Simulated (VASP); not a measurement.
# SrSi2Pd3 (Imma) in VASP: single point with PBE

Aim: the single point of SrSi2Pd3 with PBE.

All numbers are computed with VASP 6.6.1; they aren't measurements. Logs are shortened: lines on timing, memory, paths and dates and some standing lists are left out, and cuts for length are marked.

## 1. The cell of the first run

Symmetry: Imma, No. 74, orthorhombic system. The conventional cell has a = 7.181 Å, b = 10.092 Å, c = 5.779 Å, α = 90.00°, β = 90.00°, γ = 90.00°. Sr (site symmetry mm2) has 12 Pd at 3.18 to 3.67 Å and 6 Si at 3.22 to 3.51 Å and 2 Sr at 3.61 Å within 4.2 Å. Within 3.3 Å of Pd (site symmetry 2) lie 4 Si at 2.47 to 2.50 Å and 5 Pd at 2.92 to 2.97 Å and 2 Sr at 3.18 Å. Within 3.3 Å of Pd (site symmetry 2/m) lie 4 Si at 2.51 Å and 4 Pd at 2.92 Å and 2 Sr at 3.24 Å. Si (site symmetry m) has 6 Pd at 2.47 to 2.51 Å and 4 Si at 2.69 to 3.66 Å and 3 Sr at 3.22 to 3.51 Å within 3.7 Å.

## 2. Single point, PBE

INCAR reads:

```
ALGO = Fast ; EDIFF = 1E-7
ENCUT = 520 ; GGA = PE
ISIF = 2 ; ISMEAR = 0
LASPH = True ; LCHARG = False
LREAL = False ; LWAVE = False
NBANDS = 60 ; NELM = 80
PREC = Accurate ; SIGMA = 0.1
```

KPOINTS reads:

```
k-points
0
Gamma
  4 4 4
```

POSCAR reads:

```
SrSi2Pd3
1.0
   -3.5903500000      5.0462000000      2.8893000000
    3.5903500000     -5.0462000000      2.8893000000
    3.5903500000      5.0462000000     -2.8893000000
Sr Pd Si
2 6 4
Direct
    0.9665000000      0.7165000000      0.2500000000
    0.0335000000      0.2835000000      0.7500000000
    0.0000000000      0.2934000000      0.2934000000
    0.0000000000      0.7066000000      0.7066000000
    0.5000000000      0.7066000000      0.2066000000
    0.5000000000      0.2934000000      0.7934000000
    0.5000000000      0.5000000000      0.5000000000
    0.5000000000      0.0000000000      0.0000000000
    0.2668000000      0.1875000000      0.0793000000
    0.7332000000      0.8125000000      0.9207000000
    0.6082000000      0.1875000000      0.4207000000
    0.3918000000      0.8125000000      0.5793000000
```

Potentials or basis: VASP PAW PBE potentials, release 64 (Sr_sv, Pd, Si).

Command:

```console
cat potpaw_PBE.64/Sr_sv/POTCAR potpaw_PBE.64/Pd/POTCAR potpaw_PBE.64/Si/POTCAR > POTCAR
mpirun -np 1 vasp_std > vasp.out
```

OUTCAR:

```text
EDIFF = 1E-7
   ENCUT = 520
   GGA = PE
   ISIF = 2
   ISMEAR = 0
   LASPH = True
   LREAL = False
   NELM = 80
   PREC = Accurate

 ion  position               nearest neighbor table
   1  0.967  0.717  0.250-   3 3.18   4 3.18   5 3.18   6 3.18  11 3.22   9 3.22   7 3.24   8 3.24
                            12 3.37  10 3.37  11 3.51   9 3.51   7 3.57   8 3.57   2 3.61   2 3.61
   2  0.033  0.283  0.750-   3 3.18   4 3.18   5 3.18   6 3.18  10 3.22  12 3.22   8 3.24   7 3.24
                            11 3.37   9 3.37  12 3.51  10 3.51   8 3.57   7 3.57   1 3.61   1 3.61
   3  0.000  0.293  0.293-  12 2.47  11 2.47  10 2.50   9 2.50   7 2.92   8 2.92   5 2.96   5 2.96
                             4 2.97   1 3.18   2 3.18   2 3.67   1 3.67
   4  0.000  0.707  0.707-  12 2.47  11 2.47   9 2.50  10 2.50   7 2.92   8 2.92   6 2.96   6 2.96
                             3 2.97   1 3.18   2 3.18   2 3.67   1 3.67
   5  0.500  0.707  0.207-  10 2.47   9 2.47  12 2.50  11 2.50   7 2.92   8 2.92   3 2.96   3 2.96
                             6 2.97   1 3.18   2 3.18   1 3.67   2 3.67
   6  0.500  0.293  0.793-  10 2.47   9 2.47  11 2.50  12 2.50   8 2.92   7 2.92   4 2.96   4 2.96
                             5 2.97   1 3.18   2 3.18   2 3.67   1 3.67
   7  0.500  0.500  0.500-  11 2.51  12 2.51   9 2.51  10 2.51   5 2.92   6 2.92   4 2.92   3 2.92
                             1 3.24   2 3.24   2 3.57   1 3.57
   8  0.500  0.000  0.000-   9 2.51  10 2.51  11 2.51  12 2.51   5 2.92   6 2.92   3 2.92   4 2.92
                             2 3.24   1 3.24   1 3.57   2 3.57
   9  0.267  0.188  0.079-   5 2.47   6 2.47   4 2.50   3 2.50   8 2.51   7 2.51  10 2.69   1 3.22
                             2 3.37   1 3.51
  10  0.733  0.812  0.921-   5 2.47   6 2.47   3 2.50   4 2.50   8 2.51   7 2.51   9 2.69   2 3.22
                             1 3.37   2 3.51
  11  0.608  0.188  0.421-   4 2.47   3 2.47   5 2.50   6 2.50   7 2.51   8 2.51  12 2.69   1 3.22
                             2 3.37   1 3.51
  12  0.392  0.812  0.579-   4 2.47   3 2.47   6 2.50   5 2.50   7 2.51   8 2.51  11 2.69   2 3.22
                             1 3.37   2 3.51

  LATTYP: Found a body centered orthorhombic cell.
 ALAT       =     5.7786000000
 B/A-ratio  =     1.2426366248
 C/A-ratio  =     1.7465129962

  Lattice vectors:

 A1 = (   3.5903500000,  -5.0462000000,   2.8893000000)
 A2 = (  -3.5903500000,  -5.0462000000,  -2.8893000000)
 A3 = (   3.5903500000,   5.0462000000,  -2.8893000000)

Analysis of symmetry for initial positions (statically):
=====================================================================
 Subroutine PRICEL returns:
 Original cell was already a primitive cell.

 Routine SETGRP: Setting up the symmetry group for a
 body centered orthorhombic supercell.

 Subroutine GETGRP returns: Found  8 space group operations
 (whereof  4 operations were pure point group operations)
 out of a pool of  8 trial point group operations.

The static configuration has the point symmetry C_2h.
 The point group associated with its full space group is D_2h.

Analysis of symmetry for dynamics (positions and initial velocities):
=====================================================================
 Subroutine PRICEL returns:
 Original cell was already a primitive cell.

 Routine SETGRP: Setting up the symmetry group for a
 body centered orthorhombic supercell.

 Subroutine GETGRP returns: Found  8 space group operations
 (whereof  4 operations were pure point group operations)
 out of a pool of  8 trial point group operations.

The dynamic configuration has the point symmetry C_2h.
 The point group associated with its full space group is D_2h.

 Subroutine INISYM returns: Found  8 space group operations
 (whereof  4 operations are pure point group operations),
 and found     1 'primitive' translations

----------------------------------------------------------------------------------------

                                     Primitive cell

  volume of cell :     209.3890

  direct lattice vectors                    reciprocal lattice vectors
    -3.590350000  5.046200000  2.889300000     0.000000000  0.099084460  0.173052296
     3.590350000 -5.046200000  2.889300000     0.139262189  0.000000000  0.173052296
     3.590350000  5.046200000 -2.889300000     0.139262189  0.099084460  0.000000000

  length of vectors
     6.833944838  6.833944838  6.833944838     0.199411202  0.222128464  0.170914269

  position of ions in fractional coordinates (direct lattice)
     0.966500000  0.716500000  0.250000000
     0.033500000  0.283500000  0.750000000
     0.000000000  0.293400000  0.293400000
     0.000000000  0.706600000  0.706600000
     0.500000000  0.706600000  0.206600000
     0.500000000  0.293400000  0.793400000
     0.500000000  0.500000000  0.500000000
     0.500000000  1.000000000  1.000000000
     0.266800000  0.187500000  0.079300000
     0.733200000  0.812500000  0.920700000
     0.608200000  0.187500000  0.420700000
     0.391800000  0.812500000  0.579300000

  ion indices of the primitive-cell ions
   primitive index   ion index
                 1           1
                 2           2
                 3           3
                 4           4
                 5           5
                 6           6
                 7           7
                 8           8
                 9           9
                10          10
                11          11
                12          12

----------------------------------------------------------------------------------------

 KPOINTS: k-points

Automatic generation of k-mesh.
 Grid dimensions read from file:
 generate k-points for:    4    4    4

 Generating k-lattice:

  Cartesian coordinates                     Fractional coordinates (reciprocal lattice)
     0.000000000  0.024771115  0.043263074     0.250000000  0.000000000 -0.000000000
     0.034815547  0.000000000  0.043263074    -0.000000000  0.250000000  0.000000000
     0.034815547  0.024771115  0.000000000    -0.000000000  0.000000000  0.250000000

  Length of vectors
     0.049852800  0.055532116  0.042728567

  Shift w.r.t. Gamma in fractional coordinates (k-lattice)
     0.000000000  0.000000000  0.000000000

 Subroutine IBZKPT returns following result:
 ===========================================

 Found     18 irreducible k-points:

 Following reciprocal coordinates:
            Coordinates               Weight
  0.000000  0.000000  0.000000      1.000000
  0.250000  0.000000  0.000000      4.000000
  0.500000  0.000000  0.000000      2.000000
  0.000000  0.250000  0.000000      4.000000
  0.250000  0.250000  0.000000      8.000000
  0.500000  0.250000 -0.000000      8.000000
[... 10 lines left out ...]
 -0.250000 -0.250000  0.250000      2.000000
  0.500000  0.500000  0.500000      1.000000
   k-points           NKPTS =     18   k-points in BZ     NKDIM =     18   number of bands    NBANDS=     60
   number of dos      NEDOS =    301   number of ions     NIONS =     12
   total plane-waves  NPLWV = 157464
   dimension x,y,z NGX =    54 NGY =   54 NGZ =   54
   dimension x,y,z NGXF=   108 NGYF=  108 NGZF=  108
   ions per type =               2   6   4
   NGX,Y,Z   is equivalent  to a cutoff of  13.14, 13.14, 13.14 a.u.
   NGXF,Y,Z  is equivalent  to a cutoff of  26.27, 26.27, 26.27 a.u.
 SYSTEM =  unknown system
   PREC   = accura    normal or accurate (medium, high low for compatibility)
   ISTART =      0    job   : 0-new  1-cont  2-samecut
   ICHARG =      2    charge: 1-file 2-atom 10-const
   ISPIN  =      1    spin polarized calculation?
   LNONCOLLINEAR =      F non collinear calculations
   LSORBIT =      F    spin-orbit coupling
   LASPH  =      T    aspherical Exc in radial PAW
   ENCUT  =  520.0 eV  38.22 Ry    6.18 a.u.  12.71 12.71 12.71*2*pi/ulx,y,z
   NELM   =     80;   NELMIN=  2; NELMDL= -5     # of ELM steps
   EDIFF  = 0.1E-06   stopping-criterion for ELM
   LREAL  =      F    real-space projection
   EDIFFG = 0.1E-05   stopping-criterion for IOM
   NSW    =      0    number of steps for IOM
   IBRION =     -1    ionic relax: 0-MD 1-quasi-New 2-CG
   NFREE  =      0    steps in history (QN), initial steepest desc. (CG)
   ISIF   =      2    stress and relaxation
   ISYM   =      2    0-nonsym 1-usesym 2-fastsym
   POTIM  = 0.5000    time-step for ionic-motion
   TEBEG  =    0.0;   TEEND  =   0.0 temperature during run
   PSTRESS=    0.0 pullay stress
   NELECT =      96.0000    total number of electrons
   NUPDOWN=      -1.0000    fix difference up-down
   EMIN   =  10.00;   EMAX   =-10.00  energy-range for DOS
   EFERMI =   0.00;   METHOD = LEGACY
   ISMEAR =     0;   SIGMA  =   0.10  broadening in eV -4-tet -1-fermi 0-gaus
   EFERMI_NEDOS =   21; number of points for ismear=-14 and -15
   IALGO  =     68    algorithm
   IMIX   =      4    mixing-type and parameters
     AMIX     =   0.40;   BMIX     =  1.00
     AMIX_MAG =   1.60;   BMIX_MAG =  1.00
  volume/ion in A,a.u.               =      17.45       117.75
  Fermi-wavevector in a.u.,A,eV,Ry     =   1.262352  2.385500 21.681341  1.593534
  Thomas-Fermi vector in A             =   2.395765
   LORBIT       =      0    0 simple, 1 ext, 2 COOP (PROOUT), +10 PAW based schemes
   GGA     = PE    functional components
   LHFCALC =     F    Hartree Fock is set to
   AEXX    =    0.0000 exact exchange contribution
   IVDW    =     0    specifies the selected vdW correction
   LEPSILON=     F    determine dielectric tensor
   LRPA    =     F    only Hartree local field effects (RPA)
 non-spin polarized calculation
 RMM-DIIS sequential band-by-band and
 Gauss-broadening in eV      SIGMA  =   0.10
  energy-cutoff  :      520.00
  volume of cell :      209.39
 maximum number of plane-waves:      5662
 NGX is ok and might be reduce to    54
   NGX = 25   NGY = 25   NGZ = 25

 number of electron      96.0000004 magnetization

 Free energy of the ion-electron system (eV)
  ---------------------------------------------------
  ext. energy  EPLUGINS =         0.00000000
  ---------------------------------------------------
  free energy    TOTEN  =       -65.32082115 eV

  energy without entropy =      -65.28387711  energy(sigma->0) =      -65.30234913

 E-fermi :   8.4189     XC(G=0): -11.3928

 val. band max:        8.4185501934   @ k =   0.2500   0.2500   0.0000
 cond. band min:       8.4189178099   @ k =  -0.2500   0.2500   0.0000
 fundamental gap:      0.0003676165
 Fermi energy:         8.4188819610

 k-point     1 :       0.0000    0.0000    0.0000
  band No.  band energies     occupation
      1     -27.0071      2.00000
      2     -26.9649      2.00000
      3      -9.4383      2.00000
      4      -9.0957      2.00000
      5      -9.0889      2.00000
      6      -9.0482      2.00000
[... 52 lines left out ...]
     59      13.3839      0.00000
     60      13.7929      0.00000

 k-point     2 :       0.2500    0.0000    0.0000
  band No.  band energies     occupation
      1     -27.0068      2.00000
      2     -26.9650      2.00000
      3      -9.4380      2.00000
      4      -9.1125      2.00000
      5      -9.0988      2.00000
      6      -9.0450      2.00000
[... 52 lines left out ...]
     59      12.9395      0.00000
     60      12.9917      0.00000

 k-point     3 :       0.5000    0.0000    0.0000
  band No.  band energies     occupation
      1     -27.0065      2.00000
      2     -26.9651      2.00000
      3      -9.4377      2.00000
      4      -9.1328      2.00000
      5      -9.1044      2.00000
      6      -9.0457      2.00000
[... 934 lines left out ...]
     59      12.3560      0.00000
     60      12.4631      0.00000

 k-point    18 :       0.5000    0.5000    0.5000
  band No.  band energies     occupation
      1     -27.0065      2.00000
      2     -26.9651      2.00000
      3      -9.4494      2.00000
      4      -9.1384      2.00000
      5      -9.0993      2.00000
      6      -9.0377      2.00000
[... 52 lines left out ...]
     59      12.1506      0.00000
     60      12.2607      0.00000

------------------------ aborting loop because EDIFF is reached ----------------------------------------

  FORCE on cell =-STRESS in cart. coord.  units (eV):
  Direction    XX          YY          ZZ          XY          YZ          ZX
  --------------------------------------------------------------------------------------
  -------------------------------------------------------------------------------------
  Total        3.7351251      4.5491029      3.3076393      0.0000000     -0.0000000      0.0000000
  in kB       28.5799758     34.8082726     25.3089925      0.0000000     -0.0000000      0.0000000
  external PRESSURE =      29.5657470 kB  Pullay stress =       0.0000000 kB

 VOLUME and BASIS-vectors are now :
 -----------------------------------------------------------------------------
  energy-cutoff  :      520.00
  volume of cell :      209.39
      direct lattice vectors                 reciprocal lattice vectors
    -3.590350000  5.046200000  2.889300000     0.000000000  0.099084460  0.173052296
     3.590350000 -5.046200000  2.889300000     0.139262189  0.000000000  0.173052296
     3.590350000  5.046200000 -2.889300000     0.139262189  0.099084460  0.000000000

 POSITION                                       TOTAL-FORCE (eV/Angst)
 -----------------------------------------------------------------------------------
      0.00000      2.52310      4.14037         0.000000      0.000000      0.046221
      3.59035      2.52310     -1.25107        -0.000000     -0.000000     -0.046221
      2.10682      0.00000      0.00000        -0.000078      0.000000      0.000000
      5.07388      0.00000      0.00000         0.000078      0.000000     -0.000000
      1.48353     -0.00000      2.88930         0.000078      0.000000     -0.000000
      2.10682      5.04620      0.00000        -0.000078      0.000000      0.000000
      1.79517      2.52310      1.44465        -0.000000      0.000000      0.000000
     -1.79517      2.52310      1.44465        -0.000000     -0.000000     -0.000000
     -0.00000      0.80033      1.08349        -0.000000     -0.018604     -0.091875
      3.59035      4.24587      1.80581         0.000000      0.018604      0.091875
      0.00000      4.24587      1.08349         0.000000      0.018604     -0.091875
      3.59035      0.80033      1.80581        -0.000000     -0.018604      0.091875
 -----------------------------------------------------------------------------------
    total drift:                                0.000000      0.000000     -0.000000

  FREE ENERGIE OF THE ION-ELECTRON SYSTEM (eV)
  ---------------------------------------------------
  free  energy   TOTEN  =       -65.3208211495 eV

  energy  without entropy=      -65.2838771053  energy(sigma->0) =      -65.30234913
```

Wall time 20 min (1 thread of Intel Xeon 8259CL, shared host); peak memory 0.51 GiB.

What came out:

```yaml
Free_energy: -65.3208 eV
Pressure: 3.0 GPa
Largest_force: 0.094 eV/Å
Band_gap_on_the_k_mesh: zero (bands 48 and 49 overlap by 0.99 eV)
```

Forces on the atoms (eV/Å):
```
Sr   0.000  0.000  0.046
Sr   0.000  0.000 -0.046
Pd   0.000  0.000  0.000
Pd   0.000  0.000  0.000
Pd   0.000  0.000  0.000
Pd   0.000  0.000  0.000
Pd   0.000  0.000  0.000
Pd   0.000  0.000  0.000
Si   0.000 -0.019 -0.092
Si   0.000  0.019  0.092
Si   0.000  0.019 -0.092
Si   0.000 -0.019  0.092
```

Stress tensor (GPa, compression positive):
```
2.86 0.00 0.00
0.00 3.48 0.00
0.00 0.00 2.53
```
